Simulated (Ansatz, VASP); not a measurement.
# ScSbS3: VASP beside Ansatz

```
Sc Sb S
1.0
     4.03067    0.00000    0.00000
     0.00000    4.03067    0.00000
     0.00000    0.00000    9.46779
Sc Sb S
1 1 3
Direct
  0.00000 0.00000 0.50000
  0.50000 0.50000 0.50000
  0.50000 0.50000 0.77426
  0.50000 0.50000 0.22574
  0.50000 0.50000 0.00000
```

Alike in both runs: functional PBE; k mesh 4 × 4 × 2; occupations gaussian, width 0.1 eV; no spin polarisation.

Ansatz relaxed the structure, and its values are those at the end. VASP's run is a single point on that final structure, the one shown.

|  | VASP | Ansatz |
| --- | --- | --- |
| version | VASP 6.6.1 | Ansatz 0.2.0 |
| potentials or method | VASP PAW PBE potentials, release 64 (Sc_sv, Sb_d_GW, S), cutoff 500 eV | scalar-relativistic, plane waves, PAW |
| valence electrons in the cell | 44 | 44 |

```csv
,VASP,Ansatz,Ansatz less VASP
gap on the k mesh at the Fermi level (eV),none,none,-
pressure (GPa),-0.1,0.0,+0.09
rms of the force components (eV/Å),0.020,0.006,-0.0140
```

A gap of «none» marks a metal or a gap that the smearing closes. The functional is the same, so the differences come from potentials, cutoffs and numerics.

The k mesh is coarse, so the values compare programs but aren't converged. Spin-orbit coupling is off throughout.
